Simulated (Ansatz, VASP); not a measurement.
# One calculation of Si, two programs

```
Si
1.0
    -3.22568    3.22568    1.92239
     3.22568   -3.22568    1.92239
     3.22568    3.22568   -1.92239
Si
4
Direct
  0.17880 0.17880 0.35760
  0.82120 0.82120 0.64240
  0.17880 0.82120 0.00000
  0.82120 0.17880 0.00000
```

Change from the starting cell: strain -0.030 along x and y, +0.000 along z, atoms carried along.

Alike in both runs: task single point; functional LDA; k mesh 10 × 10 × 10; occupations gaussian, width 0.03 eV; no spin polarisation.

```csv
,VASP,Ansatz
version,VASP 6.6.1,Ansatz 0.2.0
potentials or method,"VASP PAW LDA potentials, release 64 (Si), cutoff 520 eV","scalar-relativistic, plane waves, PAW"
valence electrons in the cell,16,16
```

Ansatz gave:

| Item | Value |
| --- | --- |
| gap on the k mesh at the Fermi level (eV) | none |
| pressure (GPa) | 3.8 |
| traceless stress, the component that is largest in VASP (GPa) | -3.90 |
| rms of the force components (eV/Å) | 0.286 |

Task: What did VASP give for the same quantities?

Result: gap on the k mesh at the Fermi level (eV): none; pressure (GPa): 3.8; traceless stress, the component that is largest in VASP (GPa): -3.93; rms of the force components (eV/Å): 0.289.

LDA's correlation is that of Perdew and Zunger in VASP and of Perdew and Wang (1992) in Ansatz. Atom by atom the forces differ by 0.003 eV/Å (rms over components). A gap of «none» marks a metal or a gap that the smearing closes.
